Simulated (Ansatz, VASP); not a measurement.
# Two plane-wave programs on Ta2Si

```
CELL_PARAMETERS angstrom
-3.04629 3.04629 2.50472
3.04629 -3.04629 2.50472
3.04629 3.04629 -2.50472
ATOMIC_POSITIONS crystal
Ta 0.66295 0.83705 0.50000
Ta 0.83705 0.33705 0.17411
Ta 0.33705 0.16295 0.50000
Ta 0.16295 0.66295 0.82589
Si 0.25000 0.25000 0.00000
Si 0.75000 0.75000 0.00000
```

Alike in both runs: functional LDA; k mesh 10 × 10 × 10; occupations gaussian, width 0.1 eV; no spin polarisation.

Ansatz relaxed the structure, and its values are those at the end. VASP's run is a single point on that final structure, the one shown.

```csv
,VASP,Ansatz
version,VASP 6.6.1,Ansatz 0.2.0
potentials or method,"VASP PAW LDA potentials, release 64 (Ta_pv, Si), cutoff 520 eV","scalar-relativistic, plane waves, PAW"
valence electrons in the cell,52,60
```

```tsv
	VASP	Ansatz	Ansatz less VASP
gap on the k mesh at the Fermi level (eV)	none	none	-
pressure (GPa)	0.9	0.0	-0.89
```

LDA's correlation is that of Perdew and Zunger in VASP and of Perdew and Wang (1992) in Ansatz. A gap of «none» marks a metal or a gap that the smearing closes. VASP's potentials hold 52 valence electrons a cell and Ansatz's 60, so a difference there can come from the potentials and not from the codes.

Neither program's run includes spin-orbit coupling.
